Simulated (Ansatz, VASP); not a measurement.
# TiPd in VASP and in Ansatz

```
Ti Pd
1.0
     2.88339    0.00000    0.00000
     0.00000    2.88339    0.00000
     0.00000    0.00000    3.96009
Ti Pd
1 1
Direct
  0.00000 0.00000 0.00000
  0.50000 0.50000 0.50000
```

Alike in both runs: task single point; functional LDA; k mesh 8 × 8 × 6; occupations fermi-dirac, width 0.05 eV; no spin polarisation.

|  | VASP | Ansatz |
| --- | --- | --- |
| version | VASP 6.6.1 | Ansatz 0.2.0 |
| potentials or method | VASP PAW LDA potentials, release 64 (Ti_sv, Pd), cutoff 520 eV | plane waves, PAW |
| valence electrons in the cell | 22 | 30 |

Ansatz gave:

```
pressure (GPa)                                                : -17.9
traceless stress, the component that is largest in VASP (GPa) : -1.38
```

Question: Estimate VASP's values.

Answer: Pressure (GPa): -17.7; traceless stress, the component that is largest in VASP (GPa): -1.37.

LDA's correlation is that of Perdew and Zunger in VASP and of Perdew and Wang (1992) in Ansatz. VASP's potentials hold 22 valence electrons a cell and Ansatz's 30, so a difference there can come from the potentials and not from the codes.
